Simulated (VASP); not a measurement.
Write the native input for VASP 6.6.1 that does the following.

| Property | Result |
| --- | --- |
| Task | single point |
| Functional | PBE |
| Potentials or basis | VASP PAW PBE potentials, release 64 (Sn_d, Te) |
| Cutoff | 520 eV |
| k mesh | 9 × 9 × 9 |
| Occupations | fermi-dirac, width 0.05 eV |
| Spin | no spin polarisation |
| Dipole correction | no |
| Further INCAR settings | ALGO = Normal; EDIFF = 1e-06; NBANDS = 17 |

The structure of SnTe (zincblende type) lies in POSCAR:

```
SnTe
1.0
    0.0000000000      3.5825333663      3.5825333663
    3.5825333663      0.0000000000      3.5825333663
    3.5825333663      3.5825333663      0.0000000000
Sn Te
1 1
Direct
    0.0000000000      0.0000000000      0.0000000000
    0.2500000000      0.2500000000      0.2500000000
```

This cell differs from its parent crystal: volume scaled by 0.98.

The input as run:

INCAR

```
SYSTEM = SnTe
PREC = Accurate
ENCUT = 520
EDIFF = 1E-6
ISMEAR = -1
SIGMA = 0.05
LREAL = .False.
LASPH = .True.
NELM = 80
ALGO = Normal
ISIF = 2
LWAVE = .False.
LCHARG = .True.
GGA = PE
LELF = .True.
LVHAR = .True.
NBANDS = 17
```

KPOINTS

```
regular mesh
0
Gamma
  9 9 9
  0 0 0
```

Potentials or basis: VASP PAW PBE potentials, release 64 (Sn_d, Te).

Command:

```console
$ cat potpaw_PBE.64/Sn_d/POTCAR potpaw_PBE.64/Te/POTCAR > POTCAR
$ mpirun -np 1 vasp_std > vasp.out
```

Results of the run:

```
Pressure               : 0.5 GPa
Band gap on the k mesh : 0.15 eV, indirect (least direct gap 0.79 eV)
```

Caveat: spin-orbit coupling is left out, which moves the levels of the heavy elements.

It took 32 s on 1 thread of AMD EPYC 9R45 96-Core Processor (Zen 5), on a shared host, peak memory 0.23 GiB.
